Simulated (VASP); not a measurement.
# Al4Co3Ru (Im-3m) in VASP: notebook

Al4Co3Ru is run at these levels: PBE; tasks: single point, relaxation of cell and atoms.

Everything below comes from runs of VASP 6.6.1. Logs are shortened: lines on timing, memory, paths and dates and some standing lists are left out, and cuts for length are marked.

## Step 1: The cell of the first run

It takes space group Im-3m (No. 229, cubic). The conventional cell has a = 5.792 Å, b = 5.792 Å, c = 5.792 Å, α = 90.00°, β = 90.00°, γ = 90.00°. Within 3.3 Å of Al (site symmetry -3m) lie 6 Co at 2.51 Å and 2 Ru at 2.51 Å and 6 Al at 2.90 Å. Within 3.3 Å of Co (site symmetry 4/mmm) lie 8 Al at 2.51 Å and 4 Co at 2.90 Å and 2 Ru at 2.90 Å. Within 3.3 Å of Ru (site symmetry m-3m) lie 8 Al at 2.51 Å and 6 Co at 2.90 Å.

## Step 2: Single point, PBE, collinear spin, ferromagnetic start

File INCAR:

```
PREC = Accurate ; ENCUT = 520
EDIFF = 1E-7 ; ISMEAR = 0
SIGMA = 0.1 ; LREAL = False
LASPH = True ; NELM = 150
ALGO = Normal ; ISIF = 2
LWAVE = False ; LCHARG = True
ISPIN = 2 ; MAGMOM = 0 0 0 0 3 3 3 0
LORBIT = 11 ; LMAXMIX = 4
GGA = PE ; LELF = True
LVHAR = True ; NBANDS = 40
```

File KPOINTS:

```
regular mesh
0
Gamma
  4 4 4
```

File POSCAR:

```
Al4Co3Ru
1.0
   -2.8958658242      2.8958658242      2.8958658242
    2.8958658242     -2.8958658242      2.8958658242
    2.8958658242      2.8958658242     -2.8958658242
Al Co Ru
4 3 1
Direct
    0.5000000000      0.5000000000      0.5000000000
    0.0000000000      0.5000000000      0.0000000000
    0.5000000000      0.0000000000      0.0000000000
    0.0000000000      0.0000000000      0.5000000000
    0.5000000000      0.0000000000      0.5000000000
    0.0000000000      0.5000000000      0.5000000000
    0.5000000000      0.5000000000      0.0000000000
    0.0000000000      0.0000000000      0.0000000000
```

Potentials or basis: VASP PAW PBE potentials, release 64 (Al, Co, Ru_pv).

Run with:

```bash
$ cat potpaw_PBE.64/Al/POTCAR potpaw_PBE.64/Co/POTCAR potpaw_PBE.64/Ru_pv/POTCAR > POTCAR
$ mpirun -np 1 vasp_std > vasp.out
```

OUTCAR:

```text
PREC = Accurate
   ENCUT = 520
   EDIFF = 1E-7
   ISMEAR = 0
   LREAL = False
   LASPH = True
   NELM = 150
   ISIF = 2
   ISPIN = 2
   LORBIT = 11
   GGA = PE

 ion  position               nearest neighbor table
   1  0.500  0.500  0.500-   5 2.51   6 2.51   7 2.51   8 2.51   7 2.51   5 2.51   6 2.51   8 2.51
                             4 2.90   3 2.90   2 2.90   2 2.90   4 2.90   3 2.90
   2  0.000  0.500  0.000-   5 2.51   6 2.51   7 2.51   8 2.51   6 2.51   8 2.51   7 2.51   5 2.51
                             4 2.90   4 2.90   1 2.90   1 2.90   3 2.90   3 2.90
   3  0.500  0.000  0.000-   5 2.51   6 2.51   7 2.51   8 2.51   5 2.51   7 2.51   8 2.51   6 2.51
                             4 2.90   1 2.90   1 2.90   4 2.90   2 2.90   2 2.90
   4  0.000  0.000  0.500-   5 2.51   6 2.51   7 2.51   8 2.51   8 2.51   6 2.51   5 2.51   7 2.51
                             3 2.90   2 2.90   1 2.90   3 2.90   1 2.90   2 2.90
   5  0.500  0.000  0.500-   1 2.51   2 2.51   3 2.51   4 2.51   3 2.51   1 2.51   4 2.51   2 2.51
                             7 2.90   7 2.90   8 2.90   8 2.90   6 2.90   6 2.90
   6  0.000  0.500  0.500-   1 2.51   2 2.51   3 2.51   4 2.51   2 2.51   4 2.51   1 2.51   3 2.51
                             7 2.90   8 2.90   8 2.90   7 2.90   5 2.90   5 2.90
   7  0.500  0.500  0.000-   1 2.51   2 2.51   3 2.51   4 2.51   1 2.51   3 2.51   2 2.51   4 2.51
                             6 2.90   5 2.90   8 2.90   6 2.90   8 2.90   5 2.90
   8  0.000  0.000  0.000-   1 2.51   2 2.51   3 2.51   4 2.51   4 2.51   2 2.51   3 2.51   1 2.51
                             6 2.90   6 2.90   7 2.90   5 2.90   7 2.90   5 2.90

  LATTYP: Found a body centered cubic cell.
 ALAT       =     5.7917316484

  Lattice vectors:

 A1 = (  -2.8958658242,   2.8958658242,   2.8958658242)
 A2 = (   2.8958658242,  -2.8958658242,   2.8958658242)
 A3 = (   2.8958658242,   2.8958658242,  -2.8958658242)

Analysis of symmetry for initial positions (statically):
=====================================================================
 Subroutine PRICEL returns:
 Original cell was already a primitive cell.

 Routine SETGRP: Setting up the symmetry group for a
 body centered cubic supercell.

 Subroutine GETGRP returns: Found 48 space group operations
 (whereof 48 operations were pure point group operations)
 out of a pool of 48 trial point group operations.

The static configuration has the point symmetry O_h .

Analysis of symmetry for dynamics (positions and initial velocities):
=====================================================================
 Subroutine PRICEL returns:
 Original cell was already a primitive cell.

 Routine SETGRP: Setting up the symmetry group for a
 body centered cubic supercell.

 Subroutine GETGRP returns: Found 48 space group operations
 (whereof 48 operations were pure point group operations)
 out of a pool of 48 trial point group operations.

The dynamic configuration has the point symmetry O_h .

Analysis of structural, dynamic, and magnetic symmetry:
=====================================================================
 Subroutine PRICEL returns:
 Original cell was already a primitive cell.

 Routine SETGRP: Setting up the symmetry group for a
 body centered cubic supercell.

 Subroutine GETGRP returns: Found 48 space group operations
 (whereof 48 operations were pure point group operations)
 out of a pool of 48 trial point group operations.

The overall configuration has the point symmetry O_h .

 Subroutine INISYM returns: Found 48 space group operations
 (whereof 48 operations are pure point group operations),
 and found     1 'primitive' translations

----------------------------------------------------------------------------------------

                                     Primitive cell

  volume of cell :      97.1394

  direct lattice vectors                    reciprocal lattice vectors
    -2.895865824  2.895865824  2.895865824     0.000000000  0.172659933  0.172659933
     2.895865824 -2.895865824  2.895865824     0.172659933  0.000000000  0.172659933
     2.895865824  2.895865824 -2.895865824     0.172659933  0.172659933  0.000000000

  length of vectors
     5.015786739  5.015786739  5.015786739     0.244178019  0.244178019  0.244178019

  position of ions in fractional coordinates (direct lattice)
     0.500000000  0.500000000  0.500000000
     0.000000000  0.500000000  0.000000000
     0.500000000  0.000000000  0.000000000
     0.000000000  0.000000000  0.500000000
     0.500000000  0.000000000  0.500000000
     0.000000000  0.500000000  0.500000000
     0.500000000  0.500000000  0.000000000
[... 62 lines left out ...]
   LNONCOLLINEAR =      F non collinear calculations
   LSORBIT =      F    spin-orbit coupling
   LASPH  =      T    aspherical Exc in radial PAW
   ENCUT  =  520.0 eV  38.22 Ry    6.18 a.u.   9.33  9.33  9.33*2*pi/ulx,y,z
   NELM   =    150;   NELMIN=  2; NELMDL= -5     # of ELM steps
   EDIFF  = 0.1E-06   stopping-criterion for ELM
   LREAL  =      F    real-space projection
   EDIFFG = 0.1E-05   stopping-criterion for IOM
   NSW    =      0    number of steps for IOM
   IBRION =     -1    ionic relax: 0-MD 1-quasi-New 2-CG
   NFREE  =      0    steps in history (QN), initial steepest desc. (CG)
   ISIF   =      2    stress and relaxation
   ISYM   =      2    0-nonsym 1-usesym 2-fastsym
   POTIM  = 0.5000    time-step for ionic-motion
   TEBEG  =    0.0;   TEEND  =   0.0 temperature during run
   PSTRESS=    0.0 pullay stress
   NELECT =      53.0000    total number of electrons
   NUPDOWN=      -1.0000    fix difference up-down
   EMIN   =  10.00;   EMAX   =-10.00  energy-range for DOS
   EFERMI =   0.00;   METHOD = LEGACY
   ISMEAR =     0;   SIGMA  =   0.10  broadening in eV -4-tet -1-fermi 0-gaus
   EFERMI_NEDOS =   21; number of points for ismear=-14 and -15
   IALGO  =     38    algorithm
   IMIX   =      4    mixing-type and parameters
     AMIX     =   0.40;   BMIX     =  1.00
     AMIX_MAG =   1.60;   BMIX_MAG =  1.00
  volume/ion in A,a.u.               =      12.14        81.94
  Fermi-wavevector in a.u.,A,eV,Ry     =   1.337730  2.527942 24.347906  1.789521
  Thomas-Fermi vector in A             =   2.466256
   LORBIT       =     11    0 simple, 1 ext, 2 COOP (PROOUT), +10 PAW based schemes
   GGA     = PE    functional components
   LHFCALC =     F    Hartree Fock is set to
   AEXX    =    0.0000 exact exchange contribution
   IVDW    =     0    specifies the selected vdW correction
   LEPSILON=     F    determine dielectric tensor
   LRPA    =     F    only Hartree local field effects (RPA)
 spin polarized calculation
 Gauss-broadening in eV      SIGMA  =   0.10
  energy-cutoff  :      520.00
  volume of cell :       97.14
 maximum number of plane-waves:      2625
 NGX is ok and might be reduce to    40
   NGX = 19   NGY = 19   NGZ = 19

 number of electron      53.0000013 magnetization       0.0015458

 number of electron      53.0000013 magnetization      -0.0001780

 Free energy of the ion-electron system (eV)
  ---------------------------------------------------
  ext. energy  EPLUGINS =         0.00000000
  ---------------------------------------------------
  free energy    TOTEN  =       -50.39013886 eV

  energy without entropy =      -50.37985444  energy(sigma->0) =      -50.38499665

 E-fermi :  10.2160     XC(G=0): -12.2963

 val. band max:       10.1772696239   @ k =   0.5000   0.0000   0.0000
 cond. band min:      10.2221744958   @ k =   0.5000   0.0000   0.0000
 fundamental gap:      0.0449048719
 Fermi energy:        10.2160442026

 spin component 1

 k-point     1 :       0.0000    0.0000    0.0000
  band No.  band energies     occupation
      1     -31.7593      1.00000
      2     -31.7593      1.00000
      3     -31.7593      1.00000
      4      -0.1344      1.00000
      5       4.9537      1.00000
      6       4.9537      1.00000
[... 317 lines left out ...]
     37      18.5528      0.00000
     38      18.5528      0.00000
 Fermi energy:        10.2160442026

 spin component 2

 k-point     1 :       0.0000    0.0000    0.0000
  band No.  band energies     occupation
      1     -31.7592      1.00000
      2     -31.7592      1.00000
      3     -31.7592      1.00000
      4      -0.1344      1.00000
      5       4.9537      1.00000
      6       4.9537      1.00000
[... 317 lines left out ...]
     37      18.5528      0.00000
     38      18.5528      0.00000
 [bands above 38 left out]

------------------------ aborting loop because EDIFF is reached ----------------------------------------

  FORCE on cell =-STRESS in cart. coord.  units (eV):
  Direction    XX          YY          ZZ          XY          YZ          ZX
  --------------------------------------------------------------------------------------
  -------------------------------------------------------------------------------------
  Total        0.0620336      0.0620336      0.0620336      0.0000000     -0.0000000      0.0000000
  in kB        1.0231566      1.0231566      1.0231566      0.0000000     -0.0000000      0.0000000
  external PRESSURE =       1.0231566 kB  Pullay stress =       0.0000000 kB

 VOLUME and BASIS-vectors are now :
 -----------------------------------------------------------------------------
  energy-cutoff  :      520.00
  volume of cell :       97.14
      direct lattice vectors                 reciprocal lattice vectors
    -2.895865824  2.895865824  2.895865824     0.000000000  0.172659933  0.172659933
     2.895865824 -2.895865824  2.895865824     0.172659933  0.000000000  0.172659933
     2.895865824  2.895865824 -2.895865824     0.172659933  0.172659933  0.000000000

 POSITION                                       TOTAL-FORCE (eV/Angst)
 -----------------------------------------------------------------------------------
      1.44793      1.44793      1.44793        -0.000000     -0.000000      0.000000
      1.44793     -1.44793      1.44793         0.000000     -0.000000      0.000000
     -1.44793      1.44793      1.44793         0.000000     -0.000000      0.000000
      1.44793      1.44793     -1.44793        -0.000000     -0.000000      0.000000
      0.00000      2.89587      0.00000        -0.000000      0.000000     -0.000000
      2.89587      0.00000      0.00000        -0.000000      0.000000     -0.000000
      0.00000      0.00000      2.89587         0.000000      0.000000      0.000000
      0.00000      0.00000      0.00000         0.000000     -0.000000      0.000000
 -----------------------------------------------------------------------------------
    total drift:                               -0.000000     -0.000000      0.000000

  FREE ENERGIE OF THE ION-ELECTRON SYSTEM (eV)
  ---------------------------------------------------
  free  energy   TOTEN  =       -50.3901388576 eV

  energy  without entropy=      -50.3798544419  energy(sigma->0) =      -50.38499665

 total charge

# of ion       s       p       d       tot
------------------------------------------
    1        0.394   0.421   0.000   0.815
    2        0.394   0.421   0.000   0.815
    3        0.394   0.421   0.000   0.815
    4        0.394   0.421   0.000   0.815
    5        0.421   0.473   7.482   8.376
    6        0.421   0.473   7.482   8.376
    7        0.421   0.473   7.482   8.376
    8        0.355   6.281   6.305  12.940
--------------------------------------------------
tot          3.194   9.385  28.751  41.329

 magnetization (x)

# of ion       s       p       d       tot
------------------------------------------
    1        0.000   0.000   0.000   0.000
    2        0.000   0.000   0.000   0.000
    3        0.000   0.000   0.000   0.000
    4        0.000   0.000   0.000   0.000
    5       -0.000   0.000  -0.000  -0.000
    6       -0.000   0.000  -0.000  -0.000
    7       -0.000   0.000  -0.000  -0.000
    8       -0.000   0.000   0.000   0.000
--------------------------------------------------
tot          0.000   0.000  -0.000  -0.000
```

Run time: 2.3 min. Hardware: 1 thread of Intel Xeon Platinum 8259CL at 2.50GHz (Skylake/Cascade Lake), shared host; peak memory 0.3 GiB.

Results:

```yaml
Free_energy: -50.3901 eV
Pressure: 0.1 GPa
Net_moment: 0.00 μB per cell
Valence_electrons_inside_the_program's_atomic_spheres: Al 0.81; Co 8.38; Ru 12.94
```

Levels at points of the mesh, in eV from the Fermi level:
Spin up:
```csv
k point,band 24,band 25,band 26,band 27,band 28,band 29
"(0.00, 0.00, 0.00)",-1.01,-0.31,-0.31,-0.31,0.16,0.48
"(0.50, 0.00, 0.00)",-0.70,-0.67,-0.04,0.01,0.63,1.43
"(0.50, 0.50, 0.50)",-0.18,0.29,0.29,0.66,1.33,1.33
```
Spin down:
| k point | band 23 | band 24 | band 25 | band 26 | band 27 | band 28 | band 29 | band 30 |
| --- | --- | --- | --- | --- | --- | --- | --- | --- |
| (0.00, 0.00, 0.00) | -1.01 | -1.01 | -0.31 | -0.31 | -0.31 | 0.16 | 0.48 | 0.48 |
| (0.50, 0.00, 0.00) | -0.82 | -0.70 | -0.67 | -0.04 | 0.01 | 0.63 | 1.43 | 2.19 |
| (0.50, 0.50, 0.50) | -0.18 | -0.18 | 0.29 | 0.29 | 0.66 | 1.33 | 1.33 | 3.10 |

Caveat: the k points lie up to 0.38 Å⁻¹ apart; the starting moments collapsed, and a magnetic state may lie lower.

## Step 3: Single point, PBE

File INCAR:

```
PREC     = Accurate       # precision mode
ENCUT    = 520            # plane-wave cutoff, eV
EDIFF    = 1E-6           # SCF threshold, eV
ISMEAR   = 0              # smearing method
SIGMA    = 0.1            # smearing width, eV
LREAL    = F              # projectors in reciprocal space
LASPH    = T              # aspherical terms in the spheres
NELM     = 60             # most SCF steps
ALGO     = Fast           # electronic algorithm
ISIF     = 2              # what is computed and relaxed
LWAVE    = F              # write WAVECAR
LCHARG   = F              # write CHGCAR
GGA      = PE             # functional
NBANDS   = 36             # bands
```

File KPOINTS:

```
regular mesh
0
Gamma
  10 10 10
```

POSCAR: that of step 2 with these lines changed.

```diff
@@ -2,5 +2,5 @@
 1.0
-   -2.8958658242      2.8958658242      2.8958658242
-    2.8958658242     -2.8958658242      2.8958658242
-    2.8958658242      2.8958658242     -2.8958658242
+   -2.8971294366      2.8971294366      2.8971294366
+    2.8971294366     -2.8971294366      2.8971294366
+    2.8971294366      2.8971294366     -2.8971294366
 Al Co Ru
```

Potentials or basis: VASP PAW PBE potentials, release 64 (Al, Co, Ru_pv).

Run with:

```bash
$ cat potpaw_PBE.64/Al/POTCAR potpaw_PBE.64/Co/POTCAR potpaw_PBE.64/Ru_pv/POTCAR > POTCAR
$ mpirun -np 1 vasp_std > vasp.out
```

OUTCAR:

```text
PREC = Accurate
   ENCUT = 520
   EDIFF = 1E-6
   ISMEAR = 0
   LREAL = F
   LASPH = T
   NELM = 60
   ISIF = 2
   GGA = PE

 ion  position               nearest neighbor table
   1  0.500  0.500  0.500-   5 2.51   6 2.51   7 2.51   8 2.51   7 2.51   5 2.51   6 2.51   8 2.51
                             4 2.90   3 2.90   2 2.90   2 2.90   4 2.90   3 2.90
   2  0.000  0.500  0.000-   5 2.51   6 2.51   7 2.51   8 2.51   6 2.51   8 2.51   7 2.51   5 2.51
                             4 2.90   4 2.90   1 2.90   1 2.90   3 2.90   3 2.90
   3  0.500  0.000  0.000-   5 2.51   6 2.51   7 2.51   8 2.51   5 2.51   7 2.51   8 2.51   6 2.51
                             4 2.90   1 2.90   1 2.90   4 2.90   2 2.90   2 2.90
   4  0.000  0.000  0.500-   5 2.51   6 2.51   7 2.51   8 2.51   8 2.51   6 2.51   5 2.51   7 2.51
[... 1160 lines left out ...]
  external PRESSURE =      -0.9995855 kB  Pullay stress =       0.0000000 kB

 VOLUME and BASIS-vectors are now :
 -----------------------------------------------------------------------------
  energy-cutoff  :      520.00
  volume of cell :       97.27
      direct lattice vectors                 reciprocal lattice vectors
    -2.897129437  2.897129437  2.897129437     0.000000000  0.172584626  0.172584626
     2.897129437 -2.897129437  2.897129437     0.172584626  0.000000000  0.172584626
     2.897129437  2.897129437 -2.897129437     0.172584626  0.172584626  0.000000000

 POSITION                                       TOTAL-FORCE (eV/Angst)
 -----------------------------------------------------------------------------------
      1.44856      1.44856      1.44856        -0.000000      0.000000     -0.000000
      1.44856     -1.44856      1.44856        -0.000000     -0.000000     -0.000000
     -1.44856      1.44856      1.44856        -0.000000     -0.000000     -0.000000
      1.44856      1.44856     -1.44856         0.000000      0.000000      0.000000
      0.00000      2.89713      0.00000         0.000000      0.000000      0.000000
      2.89713      0.00000      0.00000         0.000000     -0.000000      0.000000
      0.00000      0.00000      2.89713        -0.000000      0.000000     -0.000000
      0.00000      0.00000      0.00000        -0.000000      0.000000     -0.000000
 -----------------------------------------------------------------------------------
    total drift:                               -0.000000     -0.000000      0.000000

  FREE ENERGIE OF THE ION-ELECTRON SYSTEM (eV)
  ---------------------------------------------------
  free  energy   TOTEN  =       -50.3485021146 eV

  energy  without entropy=      -50.3390226871  energy(sigma->0) =      -50.34376240
```

Wall time 5.1 min (1 thread of Intel Xeon Platinum 8259CL at 2.50GHz (Skylake/Cascade Lake), shared host); peak memory 0.34 GiB.

What came out:

| Item | Value |
| --- | --- |
| Free energy | -50.3485 eV |
| Pressure | -0.1 GPa |

Spin polarisation is off, so any magnetic state and its effect on volume and gap are missing.

(Continued in part 2 of 2.)
